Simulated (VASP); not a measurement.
Runs of VASP 6.6.1 on PbF2. The structure is that of space group Fm-3m (No. 225), or close to it. The cells are those of the table. 

```csv
level,cell,k mesh,gap on the mesh (eV),pressure (GPa)
r2SCAN,"a = 4.282 Å, angles 60.0°, 3 atoms",8 × 8 × 8,4.94,-4.6
r2SCAN,"a = 4.217 Å, angles 60.0°, 3 atoms",8 × 8 × 8,4.94,(d)
r2SCAN,"a = 4.159 Å, angles 60.0°, 3 atoms",8 × 8 × 8,(b),(c)
r2SCAN,"a = 4.130 Å, angles 60.0°, 3 atoms",8 × 8 × 8,4.91,3.4
PBE,"a = 4.227 Å, angles 60.0°, 3 atoms",6 × 6 × 6,4.43,0.6
PBE,"a = 4.243 Å, angles 60.0°, 3 atoms",6 × 6 × 6,4.43,(a)
r2SCAN,"a = 4.243 Å, angles 60.0°, 3 atoms",8 × 8 × 8,4.94,-2.9
r2SCAN,"a = 4.214 Å, angles 60.0°, 3 atoms",8 × 8 × 8,4.94,-1.5
r2SCAN,"a = 4.187 Å, angles 60.0°, 3 atoms",8 × 8 × 8,4.93,-0.1
r2SCAN,"a = 4.242 Å, angles 60.0°, 3 atoms",8 × 8 × 8,4.94,-2.9
PBE,"a = 4.214 Å, angles 60.0°, 3 atoms",6 × 6 × 6,4.44,1.2
```

Alike in all rows: task single point; potentials or basis VASP PAW PBE potentials, release 64 (Pb_d, F); no spin polarisation; cutoff (eV) 520; smearing gaussian 0.05 eV.

Problem. Fill in the values left out.

Solution. (a) -0.2; (b) 4.92; (c) 1.6; (d) -1.6.

Caveats: spin-orbit coupling is left out, which moves the levels of the heavy elements; the PAW data sets were made with another functional, which shifts forces and pressure a little (at least some runs); the cell stands under tension (at least some runs); the cell stands under pressure (at least some runs).

A k mesh can miss the band edges, and the runs leave out spin-orbit coupling on Pb.
